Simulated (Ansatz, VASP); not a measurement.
Two plane-wave programs on PbO

```
Pb O
1.0
     3.97440    0.00000    0.00000
     0.00000    3.97440    0.00000
     0.00000    0.00000    5.27310
Pb O
2 2
Direct
  0.00000 0.50000 0.23510
  0.50000 0.00000 0.76490
  0.00000 0.00000 0.00000
  0.50000 0.50000 0.00000
```

Change from the starting cell: strain +0.000 along x and y, +0.050 along z, atoms carried along.

Alike in both runs: task single point; functional PBE; k mesh 8 × 8 × 6; occupations gaussian, width 0.05 eV; no spin polarisation.

```csv
,VASP,Ansatz
version,VASP 6.6.1,Ansatz 0.2.0
potentials or method,"VASP PAW PBE potentials, release 64 (Pb_d, O), cutoff 520 eV","scalar-relativistic, plane waves, PAW"
valence electrons in the cell,40,40
```

```tsv
	VASP	Ansatz	Ansatz less VASP
gap on the k mesh at the Fermi level (eV)	1.20	1.20	-0.007
least direct gap on the mesh (eV)	2.05	2.05	0.000
pressure (GPa)	1.2	1.1	-0.05
traceless stress, the component that is largest in VASP (GPa)	-1.74	-1.73	+0.007
rms of the force components (eV/Å)	0.154	0.169	+0.0149
```

Atom by atom the forces differ by 0.015 eV/Å (rms over components). The functional is the same, so the differences come from potentials, cutoffs and numerics.

Neither program's run includes spin-orbit coupling.
